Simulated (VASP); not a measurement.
# PbSe (I4/mmm) in VASP: further runs

Runs on PbSe. Level: PBE+D3(BJ). Tasks: single point.

Program: VASP 6.6.1. These are calculated values, not measurements. Logs are shortened: lines on timing, memory, paths and dates and some standing lists are left out, and cuts for length are marked.

### 1 The cell of the first run

Symmetry: I4/mmm, No. 139, tetragonal system. The conventional cell has a = 4.544 Å, b = 4.544 Å, c = 6.125 Å, α = 90.00°, β = 90.00°, γ = 90.00°. Pb (site symmetry 4/mmm) has 6 Se at 3.06 to 3.21 Å within 4.0 Å. Within 4.0 Å of Se (site symmetry 4/mmm) lie 6 Pb at 3.06 to 3.21 Å.

### 2 Single point, PBE+D3(BJ) (31.62 Å³/atom)

File INCAR:

```
SYSTEM = PbSe
PREC = Accurate
ENCUT = 520
EDIFF = 1E-6
ISMEAR = 0
SIGMA = 0.03
LREAL = .False.
LASPH = .True.
NELM = 100
ALGO = Normal
ISIF = 2
LWAVE = .False.
LCHARG = .False.
GGA = PE
IVDW = 12
NBANDS = 17
```

File KPOINTS:

```
Automatic mesh
0
Gamma
  10 10 10
  0 0 0
```

File POSCAR:

```
PbSe
1.0
    0.0000000000      3.2134050947      3.0623750552
    3.2134050947      0.0000000000      3.0623750552
    3.2134050947      3.2134050947      0.0000000000
Pb Se
1 1
Direct
    0.0000000000      0.0000000000      0.0000000000
    0.5000000000      0.5000000000      0.5000000000
```

Potentials or basis: VASP PAW PBE potentials, release 64 (Pb_d, Se).

Launch:

```sh
$ cat potpaw_PBE.64/Pb_d/POTCAR potpaw_PBE.64/Se/POTCAR > POTCAR
$ mpirun -np 1 vasp_std > vasp.out
```

OUTCAR:

```text
SYSTEM = PbSe
   PREC = Accurate
   ENCUT = 520
   EDIFF = 1E-6
   ISMEAR = 0
   LREAL = .False.
   LASPH = .True.
   NELM = 100
   ISIF = 2
   GGA = PE
   IVDW = 12
 IVDW          = 12

 ion  position               nearest neighbor table
   1  0.000  0.000  0.000-   2 3.06   2 3.06   2 3.21   2 3.21   2 3.21   2 3.21
   2  0.500  0.500  0.500-   1 3.06   1 3.06   1 3.21   1 3.21   1 3.21   1 3.21

  LATTYP: Found a body centered tetragonal cell.
 ALAT       =     4.5444410663
 C/A-ratio  =     1.3477455249

  Lattice vectors:

 A1 = (   0.0000000000,  -3.2134050947,  -3.0623750552)
 A2 = (   0.0000000000,   3.2134050947,  -3.0623750552)
 A3 = (   3.2134050947,   0.0000000000,   3.0623750552)

Analysis of symmetry for initial positions (statically):
=====================================================================
 Subroutine PRICEL returns:
 Original cell was already a primitive cell.

 Routine SETGRP: Setting up the symmetry group for a
 body centered tetragonal supercell.

 Subroutine GETGRP returns: Found 16 space group operations
 (whereof 16 operations were pure point group operations)
 out of a pool of 16 trial point group operations.

The static configuration has the point symmetry D_4h.

Analysis of symmetry for dynamics (positions and initial velocities):
=====================================================================
 Subroutine PRICEL returns:
 Original cell was already a primitive cell.

 Routine SETGRP: Setting up the symmetry group for a
 body centered tetragonal supercell.

 Subroutine GETGRP returns: Found 16 space group operations
 (whereof 16 operations were pure point group operations)
 out of a pool of 16 trial point group operations.

The dynamic configuration has the point symmetry D_4h.

 Subroutine INISYM returns: Found 16 space group operations
 (whereof 16 operations are pure point group operations),
 and found     1 'primitive' translations

----------------------------------------------------------------------------------------

                                     Primitive cell

  volume of cell :      63.2440

  direct lattice vectors                    reciprocal lattice vectors
     0.000000000  3.213405095  3.062375055    -0.155598185  0.155598185  0.163271967
     3.213405095  0.000000000  3.062375055     0.155598185 -0.155598185  0.163271967
     3.213405095  3.213405095  0.000000000     0.155598185  0.155598185 -0.163271967

  length of vectors
     4.438931547  4.438931547  4.544441066     0.274006069  0.274006069  0.274006069

[... 81 lines left out ...]
   LREAL  =      F    real-space projection
   EDIFFG = 0.1E-04   stopping-criterion for IOM
   NSW    =      0    number of steps for IOM
   IBRION =     -1    ionic relax: 0-MD 1-quasi-New 2-CG
   NFREE  =      0    steps in history (QN), initial steepest desc. (CG)
   ISIF   =      2    stress and relaxation
   ISYM   =      2    0-nonsym 1-usesym 2-fastsym
   POTIM  = 0.5000    time-step for ionic-motion
   TEBEG  =    0.0;   TEEND  =   0.0 temperature during run
   PSTRESS=    0.0 pullay stress
   NELECT =      20.0000    total number of electrons
   NUPDOWN=      -1.0000    fix difference up-down
   EMIN   =  10.00;   EMAX   =-10.00  energy-range for DOS
   EFERMI =   0.00;   METHOD = LEGACY
   ISMEAR =     0;   SIGMA  =   0.03  broadening in eV -4-tet -1-fermi 0-gaus
   EFERMI_NEDOS =   21; number of points for ismear=-14 and -15
   IALGO  =     38    algorithm
   IMIX   =      4    mixing-type and parameters
     AMIX     =   0.40;   BMIX     =  1.00
     AMIX_MAG =   1.60;   BMIX_MAG =  1.00
  volume/ion in A,a.u.               =      31.62       213.40
  Fermi-wavevector in a.u.,A,eV,Ry     =   1.115351  2.107709 16.925767  1.244009
  Thomas-Fermi vector in A             =   2.251955
   LORBIT       =      0    0 simple, 1 ext, 2 COOP (PROOUT), +10 PAW based schemes
   GGA     = PE    functional components
   LHFCALC =     F    Hartree Fock is set to
   AEXX    =    0.0000 exact exchange contribution
   IVDW    =    12    specifies the selected vdW correction
   LEPSILON=     F    determine dielectric tensor
   LRPA    =     F    only Hartree local field effects (RPA)
 non-spin polarized calculation
 Gauss-broadening in eV      SIGMA  =   0.03
  energy-cutoff  :      520.00
  volume of cell :       63.24
 maximum number of plane-waves:      1719
 NGX is ok and might be reduce to    36
   NGX = 17   NGY = 17   NGZ = 17

 number of electron      19.9999996 magnetization

 Free energy of the ion-electron system (eV)
  ---------------------------------------------------
  ext. energy  EPLUGINS =         0.00000000
  ---------------------------------------------------
  free energy    TOTEN  =        -8.15077165 eV

  energy without entropy =       -8.15077165  energy(sigma->0) =       -8.15077165

 E-fermi :   4.0901     XC(G=0):  -9.0818

 val. band max:        3.9078282943   @ k =   0.5000   0.0000   0.0000
 cond. band min:       4.4247749799   @ k =   0.5000   0.0000   0.0000
 fundamental gap:      0.5169466856
 Fermi energy:         4.0901231813

 k-point     1 :       0.0000    0.0000    0.0000
  band No.  band energies     occupation
      1     -12.8042      2.00000
      2     -12.7995      2.00000
      3     -12.7847      2.00000
      4     -12.7847      2.00000
      5     -12.7707      2.00000
      6      -8.9098      2.00000
[... 457 lines left out ...]
      4     -12.7599      2.00000
      5     -12.7588      2.00000
      6      -7.9815      2.00000
[... 9 lines left out ...]
     16      14.3244      0.00000
     17      15.4119      0.00000

 [... further k-points ...]

------------------------ aborting loop because EDIFF is reached ----------------------------------------

 Edisp (eV)   -0.67382

 E8    (eV) :    -0.3150

  FORCE on cell =-STRESS in cart. coord.  units (eV):
  Direction    XX          YY          ZZ          XY          YZ          ZX
  --------------------------------------------------------------------------------------
  -------------------------------------------------------------------------------------
  Total      -1.49475    -1.49475     0.16470     0.00000    -0.00000    -0.00000
  in kB     -37.86680   -37.86680     4.17227     0.00000    -0.00000    -0.00000
  external pressure =      -23.85 kB  Pullay stress =        0.00 kB

 VOLUME and BASIS-vectors are now :
 -----------------------------------------------------------------------------
  energy-cutoff  :      520.00
  volume of cell :       63.24
      direct lattice vectors                 reciprocal lattice vectors
     0.000000000  3.213405095  3.062375055    -0.155598185  0.155598185  0.163271967
     3.213405095  0.000000000  3.062375055     0.155598185 -0.155598185  0.163271967
     3.213405095  3.213405095  0.000000000     0.155598185  0.155598185 -0.163271967

 POSITION                                       TOTAL-FORCE (eV/Angst)
 -----------------------------------------------------------------------------------
      0.00000      0.00000      0.00000        -0.000000     -0.000000     -0.000000
      3.21341      3.21341      3.06238         0.000000      0.000000      0.000000
 -----------------------------------------------------------------------------------
    total drift:                                0.000000      0.000000      0.000000

  FREE ENERGIE OF THE ION-ELECTRON SYSTEM (eV)
  ---------------------------------------------------
  free  energy   TOTEN  =        -8.8245915903 eV

  energy  without entropy=       -8.8245915903  energy(sigma->0) =       -8.82459159
```

It took 2.9 min on 1 thread of Intel Xeon 8259CL, shared host; peak memory 0.29 GiB.

Results:

* Free energy: -8.8246 eV
* Pressure: -2.4 GPa
* Band gap on the k mesh: 0.52 eV
* Dispersion energy per atom: -0.337 eV

Stress tensor (GPa, compression positive):
```
-3.79  0.00  0.00
 0.00 -3.79  0.00
 0.00  0.00  0.42
```

Caveat: spin-orbit coupling is left out, which moves the levels of the heavy elements. A k mesh can miss the band edges.

### 3 Single point, PBE+D3(BJ) (31.62 Å³/atom)

File INCAR:

```
SYSTEM = PbSe
PREC     = Accurate       ! precision mode
ENCUT    = 520            ! plane-wave cutoff, eV
EDIFF    = 1E-6           ! SCF threshold, eV
ISMEAR   = 0              ! smearing method
SIGMA    = 0.03           ! smearing width, eV
LREAL    = .FALSE.        ! projectors in reciprocal space
LASPH    = .TRUE.         ! aspherical terms in the spheres
NELM     = 60             ! most SCF steps
ALGO     = Normal         ! electronic algorithm
ISIF     = 2              ! what is computed and relaxed
LWAVE    = .FALSE.        ! write WAVECAR
LCHARG   = .TRUE.         ! write CHGCAR
GGA      = PE             ! functional
IVDW     = 12             ! dispersion correction
LELF     = .TRUE.         ! ELF
LVHAR    = .TRUE.       
NBANDS   = 17             ! bands
```

File KPOINTS:

```
regular mesh
0
G
  10 10 10
  0 0 0
```

File POSCAR:

```
PbSe
1.0
    0.0000000000      3.2478493596      2.9977649589
    3.2478493596      0.0000000000      2.9977649589
    3.2478493596      3.2478493596      0.0000000000
Pb Se
1 1
Direct
    0.0000000000      0.0000000000      0.0000000000
    0.5000000000      0.5000000000      0.5000000000
```

Potentials or basis: VASP PAW PBE potentials, release 64 (Pb_d, Se).

Launch:

```sh
$ cat potpaw_PBE.64/Pb_d/POTCAR potpaw_PBE.64/Se/POTCAR > POTCAR
$ mpirun -np 1 vasp_std > vasp.out
```

Run time: 3.2 min. Hardware: 1 thread of Intel Xeon 8259CL, shared host; peak memory 0.28 GiB.

The run converged. Its results:

```
Free energy                : -8.7758 eV
Pressure                   : -1.8 GPa
Band gap on the k mesh     : 0.41 eV
Dispersion energy per atom : -0.337 eV
```

Stress tensor (GPa, compression positive):
```
-4.30  0.00  0.00
 0.00 -4.30  0.00
 0.00  0.00  3.15
```

Levels at points of the mesh, in eV from the valence-band top:
```tsv
k point	band 8	band 9	band 10	band 11	band 12	band 13
(0.00, 0.00, 0.00)	-2.03	-1.32	-1.32	3.88	3.88	5.64
(0.50, 0.00, 0.00)	-1.26	-1.18	0.00	0.41	1.61	2.06
(0.50, 0.50, 0.00)	-4.42	-2.84	-2.84	3.83	4.93	4.93
(0.50, 0.00, 0.50)	-4.25	-3.10	-2.29	4.13	4.47	5.25
```

Caveat: the stress differs along the axes, from -4 to 3 GPa; spin-orbit coupling is left out, which moves the levels of the heavy elements.

### 4 Single point, PBE+D3(BJ) (31.62 Å³/atom)

File INCAR:

```
PREC = Accurate
ENCUT = 520
EDIFF = 1E-6
ISMEAR = 0
SIGMA = 0.03
LREAL = False
LASPH = True
NELM = 100
ALGO = Normal
ISIF = 2
LWAVE = False
LCHARG = False
GGA = PE
IVDW = 12
NBANDS = 17
```

File KPOINTS:

```
regular mesh
0
Gamma
  10 10 10
```

File POSCAR:

```
PbSe
1.0
    0.0000000000      3.0788377739      3.3359207280
    3.0788377739      0.0000000000      3.3359207280
    3.0788377739      3.0788377739      0.0000000000
Pb Se
1 1
Direct
    0.0000000000      0.0000000000      0.0000000000
    0.5000000000      0.5000000000      0.5000000000
```

Launch:

```sh
$ cat potpaw_PBE.64/Pb_d/POTCAR potpaw_PBE.64/Se/POTCAR > POTCAR
$ mpirun -np 1 vasp_std > vasp.out
```

Run time: 2.7 min. Hardware: 1 thread of Intel Xeon 8259CL, shared host; peak memory 0.28 GiB.

The run converged. Its results:

```yaml
Free_energy: -8.7890 eV
Pressure: -2.2 GPa
Band_gap_on_the_k_mesh: 0.45 eV
Dispersion_energy_per_atom: -0.336 eV
```

Stress tensor (GPa, compression positive):
```
-0.31  0.00  0.00
 0.00 -0.31  0.00
 0.00  0.00 -5.86
```

Levels at points of the mesh, in eV from the valence-band top:
```
           k point  band 7  band 8  band 9  band 10  band 11  band 12  band 13  band 14
(0.00, 0.00, 0.00)   -6.46   -1.72   -1.72    -1.13     3.48     5.01     5.01     6.38
(0.50, 0.00, 0.00)   -8.39   -1.26   -1.08     0.00     0.45     1.71     2.02     8.35
(0.50, 0.50, 0.00)   -7.06   -4.15   -2.62    -2.62     4.23     4.98     5.50     5.50
(0.50, 0.00, 0.50)   -7.36   -4.33   -3.14    -2.36     3.98     4.30     5.92     5.93
```

Caveat: the stress differs along the axes, from -6 to -0 GPa; spin-orbit coupling is left out, which moves the levels of the heavy elements. A k mesh can miss the band edges.

### 5 Single point, PBE+D3(BJ) (31.62 Å³/atom)

File INCAR:

```
PREC     = Accurate       # precision mode
ENCUT    = 520            # plane-wave cutoff, eV
EDIFF    = 1E-7           # SCF threshold, eV
ISMEAR   = 0              # smearing method
SIGMA    = 0.03           # smearing width, eV
LREAL    = False          # projectors in reciprocal space
LASPH    = True           # aspherical terms in the spheres
NELM     = 60             # most SCF steps
ALGO     = Normal         # electronic algorithm
ISIF     = 2              # what is computed and relaxed
LWAVE    = False          # write WAVECAR
LCHARG   = False          # write CHGCAR
GGA      = PE             # functional
IVDW     = 12             # dispersion correction
NBANDS   = 17             # bands
```

KPOINTS is that of step 4.

File POSCAR:

```
PbSe
1.0
    0.0000000000      3.1962802494      3.0952777935
    3.1962802494      0.0000000000      3.0952777935
    3.1962802494      3.1962802494      0.0000000000
Pb Se
1 1
Direct
    0.0000000000      0.0000000000      0.0000000000
    0.5000000000      0.5000000000      0.5000000000
```

Launch:

```sh
$ cat potpaw_PBE.64/Pb_d/POTCAR potpaw_PBE.64/Se/POTCAR > POTCAR
$ mpirun -np 1 vasp_std > vasp.out
```

Wall time 2.8 min (1 thread of Intel Xeon 8259CL, shared host); peak memory 0.29 GiB.

The run converged. Its results:

| Property | Result |
| --- | --- |
| Free energy | -8.8392 eV |
| Pressure | -2.5 GPa |
| Band gap on the k mesh | 0.55 eV |
| Dispersion energy per atom | -0.337 eV |

Stress tensor (GPa, compression positive):
```
-3.45  0.00  0.00
 0.00 -3.45  0.00
 0.00  0.00 -0.73
```

Levels at points of the mesh, in eV from the valence-band top:
| k point | band 7 | band 8 | band 9 | band 10 | band 11 | band 12 | band 13 | band 14 |
| --- | --- | --- | --- | --- | --- | --- | --- | --- |
| (0.00, 0.00, 0.00) | -6.41 | -1.60 | -1.33 | -1.33 | 4.31 | 4.31 | 4.99 | 6.70 |
| (0.50, 0.00, 0.00) | -8.27 | -1.10 | -1.05 | 0.00 | 0.55 | 1.84 | 2.01 | 8.46 |
| (0.50, 0.50, 0.00) | -7.27 | -4.21 | -2.65 | -2.65 | 4.05 | 5.18 | 5.18 | 5.94 |
| (0.50, 0.00, 0.50) | -7.16 | -4.14 | -2.76 | -2.43 | 4.17 | 5.00 | 5.54 | 5.68 |

Caveat: spin-orbit coupling is left out, which moves the levels of the heavy elements.

### 6 Summary

| cell | gap on the mesh (eV) | pressure (GPa) |
| --- | --- | --- |
| a = 4.439, b = 4.439, c = 4.544 Å, angles 59.2, 59.2, 61.6°, 2 atoms | 0.52 | -2.4 |
| a = 4.420, b = 4.420, c = 4.593 Å, angles 58.7, 58.7, 62.6°, 2 atoms | 0.41 | -1.8 |
| a = 4.540, b = 4.540, c = 4.354 Å, angles 61.3, 61.3, 57.3°, 2 atoms | 0.45 | -2.2 |
| a = 4.449, b = 4.449, c = 4.520 Å, angles 59.5, 59.5, 61.1°, 2 atoms | 0.55 | -2.5 |

Alike in all rows: task single point; level PBE+D3(BJ); potentials or basis VASP PAW PBE potentials, release 64 (Pb_d, Se); no spin polarisation; k mesh 10 × 10 × 10; cutoff (eV) 520; smearing gaussian 0.03 eV.

Caveats: spin-orbit coupling is left out, which moves the levels of the heavy elements; the stress differs along the axes, from -4 to 3 GPa (at least some runs); the stress differs along the axes, from -6 to -0 GPa (at least some runs).

Total energies depend on the potentials used, so only differences within one code and one set of settings carry meaning.
